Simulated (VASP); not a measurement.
A run of VASP 6.6.1 is set up as follows.

Contents of INCAR:

```
PREC     = Accurate       # precision mode
ENCUT    = 600            # plane-wave cutoff, eV
EDIFF    = 1E-6           # SCF threshold, eV
ISMEAR   = 0              # smearing method
SIGMA    = 0.1            # smearing width, eV
LREAL    = False          # projectors in reciprocal space
LASPH    = True           # aspherical terms in the spheres
NELM     = 60             # most SCF steps
ALGO     = Normal         # electronic algorithm
ISIF     = 3              # what is computed and relaxed
LWAVE    = False          # write WAVECAR
LCHARG   = False          # write CHGCAR
IBRION   = 2              # ionic algorithm
NSW      = 70             # ionic steps
EDIFFG   = -0.005         # ionic threshold
```

KPOINTS

```
Automatic mesh
0
Gamma
  18 18 18
```

File POSCAR:

```
Ir
1.0
    0.0000000000      1.9353304886      1.9353304886
    1.9353304886      0.0000000000      1.9353304886
    1.9353304886      1.9353304886      0.0000000000
Ir
1
Direct
    0.0000000000      0.0000000000      0.0000000000
```

Potentials or basis: VASP PAW LDA potentials, release 64 (Ir).

The run is started by

```bash
$ cat potpaw_LDA.64/Ir/POTCAR > POTCAR
$ mpirun -np 1 vasp_std > vasp.out
```

(1) What does it give for the space group after relaxing (to 0.05 Å)?

(2) Predict the relaxed volume.

(3) Predict the relaxed cell.

## Answers

(1) Fm-3m (No. 225).

(2) 13.93 Å³/atom.

(3) a = 2.701 Å, b = 2.701 Å, c = 2.701 Å, α = 60.00°, β = 60.00°, γ = 60.00°.
